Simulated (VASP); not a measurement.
Al3Cu, 4 atoms in the cell. It takes space group P4/mmm (No. 123, tetragonal). Conventional cell: a = 2.761 Å, b = 2.761 Å, c = 7.498 Å, α = 90.00°, β = 90.00°, γ = 90.00°. Al (site symmetry 4/mmm) has 12 Al at 2.76 to 2.87 Å within 3.6 Å. Within 3.4 Å of Al (site symmetry 4mm) lie 4 Cu at 2.56 Å and 9 Al at 2.76 to 3.30 Å. Within 3.4 Å of Cu (site symmetry 4/mmm) lie 8 Al at 2.56 Å and 4 Cu at 2.76 Å. 

```yaml
Program: VASP 6.6.1
Task: single point
Functional: LDA
Potentials_or_basis: VASP PAW LDA potentials, release 64 (Al, Cu)
Cutoff: 520 eV
k_mesh: 16 × 16 × 6
Occupations: fermi-dirac, width 0.15 eV
Spin: no spin polarisation
Dipole_correction: no
Further_INCAR_settings: ALGO = Fast; EDIFF = 1e-06; NBANDS = 18
```

Potentials or basis: VASP PAW LDA potentials, release 64 (Al, Cu).

Command:

```console
$ cat potpaw_LDA.64/Al/POTCAR potpaw_LDA.64/Cu/POTCAR > POTCAR
$ mpirun -np 1 vasp_std > vasp.out
```

Hardware: 1 thread of Intel(R) Xeon(R) Platinum 8259CL CPU @ 2.50GHz (Skylake/Cascade Lake), on a shared host.

Question: Estimate the wall time of this run.

Answer: Wall time 3 min on 1 thread of Intel(R) Xeon(R) Platinum 8259CL CPU @ 2.50GHz (Skylake/Cascade Lake), with other jobs on the host, peak memory 0.28 GiB. Counts: scf iterations 19, k points 180.
